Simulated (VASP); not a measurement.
# GaSi (F-43m) in VASP: further runs, part 3 of 3

VASP 6.6.1. Earlier steps stand in the parts before.

## Step 5: Single point, PBEsol

This run uses another cell than the first one, of 22.13 Å³/atom, 1.015 times its volume.

File INCAR:

```
PREC = Accurate ; ENCUT = 500
EDIFF = 1E-6 ; ISMEAR = -1
SIGMA = 0.05 ; LREAL = False
LASPH = True ; NELM = 120
ALGO = Normal ; ISIF = 2
LWAVE = False ; LCHARG = True
GGA = PS ; LELF = True
LVHAR = True ; NBANDS = 16
GGA_COMPAT = False
```

File KPOINTS:

```
regular mesh
0
Gamma
  7 7 7
```

File POSCAR:

```
GaSi
1.0
    0.0000000000      2.8076408836      2.8076408836
    2.8076408836      0.0000000000      2.8076408836
    2.8076408836      2.8076408836      0.0000000000
Ga Si
1 1
Direct
    0.0000000000      0.0000000000      0.0000000000
    0.2500000000      0.2500000000      0.2500000000
```

Potentials or basis: VASP PAW PBE potentials, release 64 (Ga_d, Si).

On the command line:

```console
$ cat potpaw_PBE.64/Ga_d/POTCAR potpaw_PBE.64/Si/POTCAR > POTCAR
$ mpirun -np 1 vasp_std > vasp.out
```

OUTCAR:

```text
PREC = Accurate
   ENCUT = 500
   EDIFF = 1E-6
   ISMEAR = -1
   LREAL = False
   LASPH = True
   NELM = 120
   ISIF = 2
   GGA = PS

 ion  position               nearest neighbor table
   1  0.000  0.000  0.000-   2 2.43   2 2.43   2 2.43   2 2.43
   2  0.250  0.250  0.250-   1 2.43   1 2.43   1 2.43   1 2.43

  LATTYP: Found a face centered cubic cell.
 ALAT       =     5.6152817672

  Lattice vectors:

 A1 = (   0.0000000000,   2.8076408836,   2.8076408836)
 A2 = (   2.8076408836,   0.0000000000,   2.8076408836)
 A3 = (   2.8076408836,   2.8076408836,   0.0000000000)

Analysis of symmetry for initial positions (statically):
=====================================================================
 Subroutine PRICEL returns:
 Original cell was already a primitive cell.

 Routine SETGRP: Setting up the symmetry group for a
 face centered cubic supercell.

 Subroutine GETGRP returns: Found 24 space group operations
 (whereof 24 operations were pure point group operations)
 out of a pool of 48 trial point group operations.

The static configuration has the point symmetry T_d .

Analysis of symmetry for dynamics (positions and initial velocities):
=====================================================================
 Subroutine PRICEL returns:
 Original cell was already a primitive cell.

 Routine SETGRP: Setting up the symmetry group for a
 face centered cubic supercell.

 Subroutine GETGRP returns: Found 24 space group operations
 (whereof 24 operations were pure point group operations)
 out of a pool of 48 trial point group operations.

The dynamic configuration has the point symmetry T_d .

 Subroutine INISYM returns: Found 24 space group operations
 (whereof 24 operations are pure point group operations),
 and found     1 'primitive' translations

----------------------------------------------------------------------------------------

                                     Primitive cell

  volume of cell :      44.2644

  direct lattice vectors                    reciprocal lattice vectors
     0.000000000  2.807640884  2.807640884    -0.178085453  0.178085453  0.178085453
     2.807640884  0.000000000  2.807640884     0.178085453 -0.178085453  0.178085453
     2.807640884  2.807640884  0.000000000     0.178085453  0.178085453 -0.178085453

  length of vectors
     3.970603816  3.970603816  3.970603816     0.308453054  0.308453054  0.308453054

  position of ions in fractional coordinates (direct lattice)
     0.000000000  0.000000000  0.000000000
     0.250000000  0.250000000  0.250000000

  ion indices of the primitive-cell ions
   primitive index   ion index
                 1           1
                 2           2

----------------------------------------------------------------------------------------

 KPOINTS: regular mesh

Automatic generation of k-mesh.
 Grid dimensions read from file:
 generate k-points for:    7    7    7

 Generating k-lattice:

  Cartesian coordinates                     Fractional coordinates (reciprocal lattice)
    -0.025440779  0.025440779  0.025440779     0.142857143  0.000000000  0.000000000
     0.025440779 -0.025440779  0.025440779     0.000000000  0.142857143  0.000000000
     0.025440779  0.025440779 -0.025440779     0.000000000  0.000000000  0.142857143

  Length of vectors
     0.044064722  0.044064722  0.044064722

  Shift w.r.t. Gamma in fractional coordinates (k-lattice)
     0.000000000  0.000000000  0.000000000

 Subroutine IBZKPT returns following result:
 ===========================================

 Found     20 irreducible k-points:

 Following reciprocal coordinates:
            Coordinates               Weight
  0.000000  0.000000  0.000000      1.000000
  0.142857  0.000000  0.000000      8.000000
  0.285714  0.000000  0.000000      8.000000
  0.428571  0.000000  0.000000      8.000000
  0.142857  0.142857  0.000000      6.000000
  0.285714  0.142857  0.000000     24.000000
[... 12 lines left out ...]
 -0.428571  0.428571  0.142857     24.000000
 -0.285714  0.428571  0.142857     24.000000
   k-points           NKPTS =     20   k-points in BZ     NKDIM =     20   number of bands    NBANDS=     16
   number of dos      NEDOS =    301   number of ions     NIONS =      2
   total plane-waves  NPLWV =  27000
   dimension x,y,z NGX =    30 NGY =   30 NGZ =   30
   dimension x,y,z NGXF=    60 NGYF=   60 NGZF=   60
   ions per type =               1   1
   NGX,Y,Z   is equivalent  to a cutoff of  12.56, 12.56, 12.56 a.u.
   NGXF,Y,Z  is equivalent  to a cutoff of  25.12, 25.12, 25.12 a.u.
 SYSTEM =  unknown system
   PREC   = accura    normal or accurate (medium, high low for compatibility)
   ISTART =      0    job   : 0-new  1-cont  2-samecut
   ICHARG =      2    charge: 1-file 2-atom 10-const
   ISPIN  =      1    spin polarized calculation?
   LNONCOLLINEAR =      F non collinear calculations
   LSORBIT =      F    spin-orbit coupling
   LASPH  =      T    aspherical Exc in radial PAW
   ENCUT  =  500.0 eV  36.75 Ry    6.06 a.u.   7.24  7.24  7.24*2*pi/ulx,y,z
   NELM   =    120;   NELMIN=  2; NELMDL= -5     # of ELM steps
   EDIFF  = 0.1E-05   stopping-criterion for ELM
   LREAL  =      F    real-space projection
   EDIFFG = 0.1E-04   stopping-criterion for IOM
   NSW    =      0    number of steps for IOM
   IBRION =     -1    ionic relax: 0-MD 1-quasi-New 2-CG
   NFREE  =      0    steps in history (QN), initial steepest desc. (CG)
   ISIF   =      2    stress and relaxation
   ISYM   =      2    0-nonsym 1-usesym 2-fastsym
   POTIM  = 0.5000    time-step for ionic-motion
   TEBEG  =    0.0;   TEEND  =   0.0 temperature during run
   PSTRESS=    0.0 pullay stress
   NELECT =      17.0000    total number of electrons
   NUPDOWN=      -1.0000    fix difference up-down
   EMIN   =  10.00;   EMAX   =-10.00  energy-range for DOS
   EFERMI =   0.00;   METHOD = LEGACY
   ISMEAR =    -1;   SIGMA  =   0.05  broadening in eV -4-tet -1-fermi 0-gaus
   EFERMI_NEDOS =   21; number of points for ismear=-14 and -15
   IALGO  =     38    algorithm
   IMIX   =      4    mixing-type and parameters
     AMIX     =   0.40;   BMIX     =  1.00
     AMIX_MAG =   1.60;   BMIX_MAG =  1.00
  volume/ion in A,a.u.               =      22.13       149.36
  Fermi-wavevector in a.u.,A,eV,Ry     =   1.189980  2.248736 19.266555  1.416052
  Thomas-Fermi vector in A             =   2.326075
   LORBIT       =      0    0 simple, 1 ext, 2 COOP (PROOUT), +10 PAW based schemes
   GGA     = PS    functional components
   LHFCALC =     F    Hartree Fock is set to
   AEXX    =    0.0000 exact exchange contribution
   IVDW    =     0    specifies the selected vdW correction
   LEPSILON=     F    determine dielectric tensor
   LRPA    =     F    only Hartree local field effects (RPA)
 non-spin polarized calculation
  energy-cutoff  :      500.00
  volume of cell :       44.26
 maximum number of plane-waves:      1139
 NGX is ok and might be reduce to    30
   NGX = 15   NGY = 15   NGZ = 15

 number of electron      17.0000008 magnetization

 Free energy of the ion-electron system (eV)
  ---------------------------------------------------
  ext. energy  EPLUGINS =         0.00000000
  ---------------------------------------------------
  free energy    TOTEN  =        -8.44664176 eV

  energy without entropy =       -8.43201701  energy(sigma->0) =       -8.43932938

 E-fermi :   3.6407     XC(G=0):  -9.6509

 val. band max:        3.5877419925   @ k =  -0.2857   0.2857   0.0000
 cond. band min:       3.7008686530   @ k =   0.2857   0.1429   0.0000
 fundamental gap:      0.1131266605
 Fermi energy:         3.6407101075

 k-point     1 :       0.0000    0.0000    0.0000
  band No.  band energies     occupation
      1     -10.5226      2.00000
      2     -10.5226      2.00000
      3     -10.5226      2.00000
      4     -10.4460      2.00000
      5     -10.4460      2.00000
      6      -6.6899      2.00000
[... 8 lines left out ...]
     15      13.4744      0.00000
     16      13.4744      0.00000
[... 343 lines left out ...]
 k-point    20 :      -0.2857    0.4286    0.1429
  band No.  band energies     occupation
      1     -10.5508      2.00000
      2     -10.4978      2.00000
      3     -10.4815      2.00000
      4     -10.4575      2.00000
      5     -10.4389      2.00000
      6      -3.1116      2.00000
[... 8 lines left out ...]
     15      15.5031      0.00000
     16      18.1577      0.00000

------------------------ aborting loop because EDIFF is reached ----------------------------------------

  FORCE on cell =-STRESS in cart. coord.  units (eV):
  Direction    XX          YY          ZZ          XY          YZ          ZX
  --------------------------------------------------------------------------------------
  -------------------------------------------------------------------------------------
  Total       -0.2570723     -0.2570723     -0.2570723      0.0000000      0.0000000      0.0000000
  in kB       -9.3048893     -9.3048893     -9.3048893      0.0000000      0.0000000      0.0000000
  external PRESSURE =      -9.3048893 kB  Pullay stress =       0.0000000 kB

 VOLUME and BASIS-vectors are now :
 -----------------------------------------------------------------------------
  energy-cutoff  :      500.00
  volume of cell :       44.26
      direct lattice vectors                 reciprocal lattice vectors
     0.000000000  2.807640884  2.807640884    -0.178085453  0.178085453  0.178085453
     2.807640884  0.000000000  2.807640884     0.178085453 -0.178085453  0.178085453
     2.807640884  2.807640884  0.000000000     0.178085453  0.178085453 -0.178085453

 POSITION                                       TOTAL-FORCE (eV/Angst)
 -----------------------------------------------------------------------------------
      0.00000      0.00000      0.00000         0.000000     -0.000000     -0.000000
      1.40382      1.40382      1.40382        -0.000000      0.000000      0.000000
 -----------------------------------------------------------------------------------
    total drift:                               -0.000000     -0.000000     -0.000000

  FREE ENERGIE OF THE ION-ELECTRON SYSTEM (eV)
  ---------------------------------------------------
  free  energy   TOTEN  =        -8.4466417593 eV

  energy  without entropy=       -8.4320170077  energy(sigma->0) =       -8.43932938
```

stdout:

```text
POSCAR found type information on POSCAR GaSi
 POSCAR found :  2 types and       2 ions
 scaLAPACK will be used
 -----------------------------------------------------------------------------
|                                                                             |
|                                                                             |
|     You enforced a specific xc type in the INCAR file but a different       |
|     I HOPE YOU KNOW WHAT YOU ARE DOING!                                     |
|                                                                             |
 -----------------------------------------------------------------------------

 LDA part: xc-table for (Slater+PW92), standard interpolation
 POSCAR, INCAR and KPOINTS ok, starting setup
 FFT: planning ... GRIDC
 FFT: planning ... GRID_SOFT
 FFT: planning ... GRID
 WAVECAR not read
 entering main loop
```

Wall time 30 s (1 thread of Intel Xeon 8259CL, shared host); peak memory 0.17 GiB.

Results:

| Property | Result |
| --- | --- |
| Free energy | -8.4466 eV |
| Pressure | -0.9 GPa |

Levels at points of the mesh, in eV from the Fermi level:
```csv
k point,band 7,band 8,band 9,band 10,band 11,band 12
"(0.00, 0.00, 0.00)",1.77,1.77,1.77,3.88,4.19,4.19
```

Caveat: the PAW data sets were made with another functional, which shifts forces and pressure a little.

## Step 6: The runs side by side

| cell | gap on the mesh (eV) | pressure (GPa) |
| --- | --- | --- |
| a = 3.951 Å, angles 60.0°, 2 atoms | none | -0.1 |
| a = 3.931 Å, angles 60.0°, 2 atoms | none | 0.9 |
| a = 3.971 Å, angles 60.0°, 2 atoms | none | -0.9 |

Alike in all rows: task single point; level PBEsol; potentials or basis VASP PAW PBE potentials, release 64 (Ga_d, Si); no spin polarisation; k mesh 7 × 7 × 7; cutoff (eV) 500; smearing fermi-dirac 0.05 eV.

Caveats: the PAW data sets were made with another functional, which shifts forces and pressure a little.

Total energies depend on the potentials used, so only differences within one code and one set of settings carry meaning.
